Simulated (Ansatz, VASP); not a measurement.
**MoS2 in VASP and in Ansatz**

```
Mo S
1.0
     3.26821    0.00000    0.00000
    -1.63411    2.83035    0.00000
     0.00000    0.00000   12.80897
Mo S
2 4
Direct
  0.33333 0.66667 0.25000
  0.66667 0.33333 0.75000
  0.66667 0.33333 0.36942
  0.66667 0.33333 0.13058
  0.33333 0.66667 0.86942
  0.33333 0.66667 0.63058
```

Change from the starting cell: hydrostatic strain +3.0%.

Alike in both runs: task single point; functional PBE; k mesh 12 × 12 × 2; occupations fermi-dirac, width 0.02 eV; no spin polarisation.

|  | VASP | Ansatz |
| --- | --- | --- |
| version | VASP 6.6.1 | Ansatz 0.2.0 |
| potentials or method | VASP PAW PBE potentials, release 64 (Mo_sv, S) | plane waves, PAW |
| plane-wave cutoff (eV) | 520 | 420 |
| valence electrons in the cell | 52 | 52 |

Ansatz gave:

- pressure (GPa): -3.2
- traceless stress, the component that is largest in VASP (GPa): 4.79
- rms of the force components (eV/Å): 0.039

Q: Which values does VASP return?

A: Pressure (GPa): -3.3; traceless stress, the component that is largest in VASP (GPa): 4.77; rms of the force components (eV/Å): 0.033.

Atom by atom the forces differ by 0.005 eV/Å (rms over components). With one functional, cell and mesh, what is left measures potentials, basis and numerics.
